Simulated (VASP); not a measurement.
A run of VASP 6.6.1:

The input INCAR:

```
PREC     = Accurate       # precision mode
ENCUT    = 520            # plane-wave cutoff, eV
EDIFF    = 1E-6           # SCF threshold, eV
ISMEAR   = -1             # smearing method
SIGMA    = 0.05           # smearing width, eV
LREAL    = F              # projectors in reciprocal space
LASPH    = T              # aspherical terms in the spheres
NELM     = 120            # most SCF steps
ALGO     = Normal         # electronic algorithm
ISIF     = 2              # what is computed and relaxed
LWAVE    = F              # write WAVECAR
LCHARG   = T              # write CHGCAR
GGA      = PE             # functional
IVDW     = 12             # dispersion correction
LELF     = T              # ELF
LVHAR    = T            
NBANDS   = 60             # bands
GGA_COMPAT= F
```

File KPOINTS:

```
regular mesh
0
Gamma
  1 1 1
```

The input POSCAR:

```
AgH16O8F
1.0
    6.5731380000      0.0000000000      0.0000000000
    0.0000000000      6.5731380000      0.0000000000
    0.0000000000      0.0000000000      6.5731380000
O H Ag F
8 16 1 1
Direct
    0.4185063512      0.0972899093      0.5351173214
    0.8501571091      0.6260784423      0.1027667455
    0.2650028038      0.3953971452      1.0537280672
    0.3418306447      0.6342632697      0.3850520102
    0.8331941304      0.9887819182      0.6654660225
    0.5486877044      1.1449173895      0.9914746960
    1.0411009171      0.1654004526      0.2654135665
    0.6014478929      0.4449929394      0.6491876483
    0.5052685643      0.0293771407      0.4423458020
    0.2882793576      0.0717921942      0.4791623118
    0.7683240486      0.7448345067      0.1513128128
    0.7626798646      0.5526736241      0.0013235687
    0.2215380234      0.4657440632      0.9272131515
    0.3831807578      0.3052423363      1.0123627406
    0.4217163857      0.7457473128      0.3536210559
    0.3089848410      0.5653464145      0.2556921823
    0.8170526771      0.9421071032      0.5238745938
    0.9556318459      0.9189218300      0.7030736309
    0.6109258622      1.1062752676      0.8622517890
    0.6112909846      1.0682721099      1.1017873046
    1.1242575464      0.2212946085      0.1411350256
    0.9464885721      0.0509650033      0.2182062814
    0.5065921330      0.5342501557      0.5708536775
    0.5370494275      0.3153744832      0.6258958811
    0.8775412900      0.4007218470      0.4346478044
    0.7064205863      0.9447238138      0.2627207888
```

Potentials or basis: VASP PAW PBE potentials, release 64 (O, H, Ag, F).

Run with:

```sh
$ cat potpaw_PBE.64/O/POTCAR potpaw_PBE.64/H/POTCAR potpaw_PBE.64/Ag/POTCAR potpaw_PBE.64/F/POTCAR > POTCAR
$ mpirun -np 1 vasp_gam > vasp.out
```

Hardware: 1 thread of AMD EPYC 7R43 64-Core Processor (Zen 3), with other jobs on the host.

Problem. How long does it take, and how much memory?

Solution. Wall time 38 s on 1 thread of AMD EPYC 7R43 64-Core Processor (Zen 3) (shared host), peak memory 0.31 GiB. Counts: scf iterations 16, k points 1.
